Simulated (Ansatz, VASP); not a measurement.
## Al: VASP beside Ansatz

Contents of INCAR:

```
SYSTEM = Al
ALGO     = Normal         ! electronic algorithm
EDIFF    = 1E-6           ! SCF threshold, eV
EDIFFG   = -0.005         ! ionic threshold
ENCUT    = 600            ! plane-wave cutoff, eV
IBRION   = 2              ! ionic algorithm
ISIF     = 3              ! what is computed and relaxed
ISMEAR   = 1              ! smearing method
LASPH    = .True.         ! aspherical terms in the spheres
LCHARG   = .False.        ! write CHGCAR
LREAL    = .False.        ! projectors in reciprocal space
LWAVE    = .False.        ! write WAVECAR
NELM     = 100            ! most SCF steps
NSW      = 80             ! ionic steps
PREC     = Accurate       ! precision mode
SIGMA    = 0.15           ! smearing width, eV
```

KPOINTS

```
k-points
0
Gamma
  12 12 12
  0 0 0
```

Contents of POSCAR:

```
Al
1.0
   -1.5912200000      1.5912200000      1.5912200000
    1.5912200000     -1.5912200000      1.5912200000
    1.5912200000      1.5912200000     -1.5912200000
Al
1
Direct
    0.0000000000      0.0000000000      0.0000000000
```

Input for Ansatz:

```yaml
crystal:
  lattice:
    - [-1.59122, 1.59122, 1.59122]
    - [1.59122, -1.59122, 1.59122]
    - [1.59122, 1.59122, -1.59122]
  atoms:
    - { symbol: Al, position: [0.0, 0.0, 0.0] }
kpoints:
  mp_grid:
    grid: [12, 12, 12]
hamiltonian:
  xc: lda
  dispersion: none
scf:
  convergence:
    dr2_threshold: 1.0e-09
  occupations:
    method: cold
    width: 0.15
relax:
  f_tol: 0.005
  cell: {}
```

Alike in both runs: task relaxation of cell and atoms; functional LDA; k mesh 12 × 12 × 12; no spin polarisation.

|  | VASP | Ansatz |
| --- | --- | --- |
| version | VASP 6.6.1 | Ansatz 0.2.0 |
| potentials or method | VASP PAW LDA potentials, release 64 (Al) | plane waves, PAW |
| plane-wave cutoff (eV) | 600 | 420 |
| occupations | methfessel-paxton of order 1, width 0.15 eV | cold, width 0.15 eV |
| valence electrons in the cell | 3 | 3 |

Ansatz gave:

| Property | Result |
| --- | --- |
| relaxed volume (Å³/atom) | 16.21 |
| relaxed cell length with the largest relative difference (Å) | 2.761 |

Problem. What did VASP give for the same quantities?

Solution. Relaxed volume (Å³/atom): 16.24; relaxed cell length with the largest relative difference (Å): 2.763.

LDA's correlation is that of Perdew and Zunger in VASP and of Perdew and Wang (1992) in Ansatz. Ansatz's warnings: stress scf threshold loose.
